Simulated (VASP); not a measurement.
# CdSe in VASP: notebook

CdSe is run at these levels: PBEsol; tasks: single point.

Everything below comes from runs of VASP 6.6.1. Logs are shortened: lines on timing, memory, paths and dates and some standing lists are left out, and cuts for length are marked.

## Step 1: The cell of the first run

Symmetry: F-43m, No. 216, cubic system. Conventional cell: a = 6.141 Å, b = 6.141 Å, c = 6.141 Å, α = 90.00°, β = 90.00°, γ = 90.00°. Cd (site symmetry -43m) has 4 Se at 2.66 Å within 3.5 Å. Within 3.5 Å of Se (site symmetry -43m) lie 4 Cd at 2.66 Å.

## Step 2: Single point, PBEsol

The input, INCAR:

```
SYSTEM = CdSe
PREC = Accurate
ENCUT = 520
EDIFF = 1E-6
ISMEAR = 0
SIGMA = 0.05
LREAL = .False.
LASPH = .True.
NELM = 80
ALGO = Normal
ISIF = 2
LWAVE = .False.
LCHARG = .False.
GGA = PS
NBANDS = 16
```

The input, KPOINTS:

```
Automatic mesh
0
Gamma
  6 6 6
  0 0 0
```

The input, POSCAR:

```
CdSe
1.0
    0.0000000000      3.0702710000      3.0702710000
    3.0702710000      0.0000000000      3.0702710000
    3.0702710000      3.0702710000      0.0000000000
Cd Se
1 1
Direct
    0.0000000000      0.0000000000      0.0000000000
    0.7500000000      0.7500000000      0.7500000000
```

Potentials or basis: VASP PAW PBE potentials, release 64 (Cd, Se).

The run is started by

```bash
$ cat potpaw_PBE.64/Cd/POTCAR potpaw_PBE.64/Se/POTCAR > POTCAR
$ mpirun -np 1 vasp_std > vasp.out
```

OUTCAR:

```text
SYSTEM = CdSe
   PREC = Accurate
   ENCUT = 520
   EDIFF = 1E-6
   ISMEAR = 0
   LREAL = .False.
   LASPH = .True.
   NELM = 80
   ISIF = 2
   GGA = PS

 ion  position               nearest neighbor table
   1  0.000  0.000  0.000-   2 2.66   2 2.66   2 2.66   2 2.66
   2  0.750  0.750  0.750-   1 2.66   1 2.66   1 2.66   1 2.66

  LATTYP: Found a face centered cubic cell.
 ALAT       =     6.1405420000

  Lattice vectors:

 A1 = (   0.0000000000,   3.0702710000,   3.0702710000)
 A2 = (   3.0702710000,   0.0000000000,   3.0702710000)
 A3 = (   3.0702710000,   3.0702710000,   0.0000000000)

Analysis of symmetry for initial positions (statically):
=====================================================================
 Subroutine PRICEL returns:
 Original cell was already a primitive cell.

 Routine SETGRP: Setting up the symmetry group for a
 face centered cubic supercell.

 Subroutine GETGRP returns: Found 24 space group operations
 (whereof 24 operations were pure point group operations)
 out of a pool of 48 trial point group operations.

The static configuration has the point symmetry T_d .

Analysis of symmetry for dynamics (positions and initial velocities):
=====================================================================
 Subroutine PRICEL returns:
 Original cell was already a primitive cell.

 Routine SETGRP: Setting up the symmetry group for a
 face centered cubic supercell.

 Subroutine GETGRP returns: Found 24 space group operations
 (whereof 24 operations were pure point group operations)
 out of a pool of 48 trial point group operations.

The dynamic configuration has the point symmetry T_d .

 Subroutine INISYM returns: Found 24 space group operations
 (whereof 24 operations are pure point group operations),
 and found     1 'primitive' translations

----------------------------------------------------------------------------------------

                                     Primitive cell

  volume of cell :      57.8842

  direct lattice vectors                    reciprocal lattice vectors
     0.000000000  3.070271000  3.070271000    -0.162852074  0.162852074  0.162852074
     3.070271000  0.000000000  3.070271000     0.162852074 -0.162852074  0.162852074
     3.070271000  3.070271000  0.000000000     0.162852074  0.162852074 -0.162852074

  length of vectors
     4.342018888  4.342018888  4.342018888     0.282068066  0.282068066  0.282068066

  position of ions in fractional coordinates (direct lattice)
     0.000000000  0.000000000  0.000000000
     0.750000000  0.750000000  0.750000000

  ion indices of the primitive-cell ions
   primitive index   ion index
                 1           1
                 2           2

----------------------------------------------------------------------------------------

 KPOINTS: Automatic mesh

Automatic generation of k-mesh.
 Grid dimensions read from file:
 generate k-points for:    6    6    6

 Generating k-lattice:

  Cartesian coordinates                     Fractional coordinates (reciprocal lattice)
    -0.027142012  0.027142012  0.027142012     0.166666667  0.000000000  0.000000000
     0.027142012 -0.027142012  0.027142012     0.000000000  0.166666667  0.000000000
     0.027142012  0.027142012 -0.027142012     0.000000000  0.000000000  0.166666667

  Length of vectors
     0.047011344  0.047011344  0.047011344

  Shift w.r.t. Gamma in fractional coordinates (k-lattice)
     0.000000000  0.000000000  0.000000000

 Subroutine IBZKPT returns following result:
 ===========================================

 Found     16 irreducible k-points:

 Following reciprocal coordinates:
            Coordinates               Weight
  0.000000  0.000000  0.000000      1.000000
  0.166667  0.000000  0.000000      8.000000
  0.333333  0.000000  0.000000      8.000000
  0.500000  0.000000  0.000000      4.000000
  0.166667  0.166667  0.000000      6.000000
  0.333333  0.166667  0.000000     24.000000
[... 8 lines left out ...]
 -0.333333  0.333333  0.166667     24.000000
 -0.333333  0.500000  0.166667     12.000000
   k-points           NKPTS =     16   k-points in BZ     NKDIM =     16   number of bands    NBANDS=     16
   number of dos      NEDOS =    301   number of ions     NIONS =      2
   total plane-waves  NPLWV =  32768
   dimension x,y,z NGX =    32 NGY =   32 NGZ =   32
   dimension x,y,z NGXF=    64 NGYF=   64 NGZF=   64
   ions per type =               1   1
   NGX,Y,Z   is equivalent  to a cutoff of  12.25, 12.25, 12.25 a.u.
   NGXF,Y,Z  is equivalent  to a cutoff of  24.50, 24.50, 24.50 a.u.
 SYSTEM =  CdSe
   PREC   = accura    normal or accurate (medium, high low for compatibility)
   ISTART =      0    job   : 0-new  1-cont  2-samecut
   ICHARG =      2    charge: 1-file 2-atom 10-const
   ISPIN  =      1    spin polarized calculation?
   LNONCOLLINEAR =      F non collinear calculations
   LSORBIT =      F    spin-orbit coupling
   LASPH  =      T    aspherical Exc in radial PAW
   ENCUT  =  520.0 eV  38.22 Ry    6.18 a.u.   8.07  8.07  8.07*2*pi/ulx,y,z
   NELM   =     80;   NELMIN=  2; NELMDL= -5     # of ELM steps
   EDIFF  = 0.1E-05   stopping-criterion for ELM
   LREAL  =      F    real-space projection
   EDIFFG = 0.1E-04   stopping-criterion for IOM
   NSW    =      0    number of steps for IOM
   IBRION =     -1    ionic relax: 0-MD 1-quasi-New 2-CG
   NFREE  =      0    steps in history (QN), initial steepest desc. (CG)
   ISIF   =      2    stress and relaxation
   ISYM   =      2    0-nonsym 1-usesym 2-fastsym
   POTIM  = 0.5000    time-step for ionic-motion
   TEBEG  =    0.0;   TEEND  =   0.0 temperature during run
   PSTRESS=    0.0 pullay stress
   NELECT =      18.0000    total number of electrons
   NUPDOWN=      -1.0000    fix difference up-down
   EMIN   =  10.00;   EMAX   =-10.00  energy-range for DOS
   EFERMI =   0.00;   METHOD = LEGACY
   ISMEAR =     0;   SIGMA  =   0.05  broadening in eV -4-tet -1-fermi 0-gaus
   EFERMI_NEDOS =   21; number of points for ismear=-14 and -15
   IALGO  =     38    algorithm
   IMIX   =      4    mixing-type and parameters
     AMIX     =   0.40;   BMIX     =  1.00
     AMIX_MAG =   1.60;   BMIX_MAG =  1.00
  volume/ion in A,a.u.               =      28.94       195.31
  Fermi-wavevector in a.u.,A,eV,Ry     =   1.109121  2.095935 16.737201  1.230150
  Thomas-Fermi vector in A             =   2.245657
   LORBIT       =      0    0 simple, 1 ext, 2 COOP (PROOUT), +10 PAW based schemes
   GGA     = PS    functional components
   LHFCALC =     F    Hartree Fock is set to
   AEXX    =    0.0000 exact exchange contribution
   IVDW    =     0    specifies the selected vdW correction
   LEPSILON=     F    determine dielectric tensor
   LRPA    =     F    only Hartree local field effects (RPA)
 non-spin polarized calculation
 Gauss-broadening in eV      SIGMA  =   0.05
  energy-cutoff  :      520.00
  volume of cell :       57.88
 maximum number of plane-waves:      1588
   NGX = 17   NGY = 17   NGZ = 17

 number of electron      18.0000008 magnetization

 Free energy of the ion-electron system (eV)
  ---------------------------------------------------
  ext. energy  EPLUGINS =         0.00000000
  ---------------------------------------------------
  free energy    TOTEN  =        -6.16848911 eV

  energy without entropy =       -6.16848911  energy(sigma->0) =       -6.16848911

 E-fermi :   0.8054     XC(G=0):  -8.9680

 val. band max:        0.5930046538   @ k =   0.0000   0.0000   0.0000
 cond. band min:       1.0171804509   @ k =   0.0000   0.0000   0.0000
 fundamental gap:      0.4241757972
 Fermi energy:         0.8054186958

 k-point     1 :       0.0000    0.0000    0.0000
  band No.  band energies     occupation
      1     -11.8728      2.00000
      2      -7.2288      2.00000
      3      -7.2288      2.00000
      4      -7.2288      2.00000
      5      -6.8781      2.00000
      6      -6.8781      2.00000
[... 8 lines left out ...]
     15      11.5893      0.00000
     16      11.5893      0.00000

 k-point     2 :       0.1667    0.0000    0.0000
  band No.  band energies     occupation
      1     -11.7853      2.00000
      2      -7.2018      2.00000
      3      -7.2018      2.00000
      4      -7.1452      2.00000
      5      -6.8789      2.00000
      6      -6.8789      2.00000
[... 8 lines left out ...]
     15      10.6045      0.00000
     16      10.8683      0.00000

 k-point     3 :       0.3333    0.0000    0.0000
  band No.  band energies     occupation
      1     -11.6074      2.00000
      2      -7.1569      2.00000
      3      -7.1569      2.00000
      4      -6.8689      2.00000
      5      -6.8689      2.00000
      6      -6.8626      2.00000
[... 8 lines left out ...]
     15      11.0181      0.00000
     16      11.0181      0.00000

 k-point     4 :       0.5000    0.0000    0.0000
  band No.  band energies     occupation
      1     -11.5175      2.00000
      2      -7.1407      2.00000
      3      -7.1407      2.00000
      4      -6.8562      2.00000
      5      -6.8562      2.00000
      6      -6.6058      2.00000
[... 8 lines left out ...]
     15      12.5701      0.00000
     16      12.5701      0.00000
[... 172 lines left out ...]
 k-point    14 :       0.5000    0.3333    0.1667
  band No.  band energies     occupation
      1     -11.4924      2.00000
      2      -7.0921      2.00000
      3      -7.0840      2.00000
      4      -6.9414      2.00000
      5      -6.8534      2.00000
      6      -6.6557      2.00000
[... 8 lines left out ...]
     15      12.5042      0.00000
     16      13.5204      0.00000

 k-point    15 :      -0.3333    0.3333    0.1667
  band No.  band energies     occupation
      1     -11.4344      2.00000
      2      -7.0856      2.00000
      3      -7.0595      2.00000
      4      -6.9081      2.00000
      5      -6.8677      2.00000
      6      -6.4804      2.00000
[... 8 lines left out ...]
     15      12.2803      0.00000
     16      13.4344      0.00000

 k-point    16 :      -0.3333    0.5000    0.1667
  band No.  band energies     occupation
      1     -11.4062      2.00000
      2      -7.0526      2.00000
      3      -7.0358      2.00000
      4      -6.9376      2.00000
      5      -6.8521      2.00000
      6      -6.4569      2.00000
[... 8 lines left out ...]
     15      13.1995      0.00000
     16      13.3880      0.00000

------------------------ aborting loop because EDIFF is reached ----------------------------------------

  FORCE on cell =-STRESS in cart. coord.  units (eV):
  Direction    XX          YY          ZZ          XY          YZ          ZX
  --------------------------------------------------------------------------------------
  -------------------------------------------------------------------------------------
  Total       -0.3987263     -0.3987263     -0.3987263     -0.0000000     -0.0000000     -0.0000000
  in kB      -11.0363473    -11.0363473    -11.0363473     -0.0000000     -0.0000000     -0.0000000
  external PRESSURE =     -11.0363473 kB  Pullay stress =       0.0000000 kB

 VOLUME and BASIS-vectors are now :
 -----------------------------------------------------------------------------
  energy-cutoff  :      520.00
  volume of cell :       57.88
      direct lattice vectors                 reciprocal lattice vectors
     0.000000000  3.070271000  3.070271000    -0.162852074  0.162852074  0.162852074
     3.070271000  0.000000000  3.070271000     0.162852074 -0.162852074  0.162852074
     3.070271000  3.070271000  0.000000000     0.162852074  0.162852074 -0.162852074

 POSITION                                       TOTAL-FORCE (eV/Angst)
 -----------------------------------------------------------------------------------
      0.00000      0.00000      0.00000         0.000000      0.000000      0.000000
      4.60541      4.60541      4.60541        -0.000000     -0.000000     -0.000000
 -----------------------------------------------------------------------------------
    total drift:                                0.000000      0.000000      0.000000

  FREE ENERGIE OF THE ION-ELECTRON SYSTEM (eV)
  ---------------------------------------------------
  free  energy   TOTEN  =        -6.1684891067 eV

  energy  without entropy=       -6.1684891067  energy(sigma->0) =       -6.16848911
```

Wall time 20 s (1 thread of AMD EPYC 7R13, shared host); peak memory 0.15 GiB.

Results:

```
Free energy            : -6.1685 eV
Pressure               : -1.1 GPa
Band gap on the k mesh : 0.42 eV, direct
```

Levels at points of the mesh, in eV from the valence-band top:
| k point | band 5 | band 6 | band 7 | band 8 | band 9 | band 10 | band 11 | band 12 | band 13 | band 14 |
| --- | --- | --- | --- | --- | --- | --- | --- | --- | --- | --- |
| (0.00, 0.00, 0.00) | -7.47 | -7.47 | 0.00 | 0.00 | 0.00 | 0.42 | 5.85 | 5.85 | 5.85 | 9.48 |
| (0.50, 0.00, 0.00) | -7.45 | -7.20 | -4.29 | -0.72 | -0.72 | 2.25 | 6.35 | 6.35 | 7.20 | 9.79 |
| (0.50, 0.50, 0.00) | -7.42 | -7.14 | -4.00 | -1.78 | -1.78 | 3.05 | 3.64 | 8.85 | 9.96 | 9.96 |

Caveat: the PAW data sets were made with another functional, which shifts forces and pressure a little.

(Part 1 of 2 ends here.)
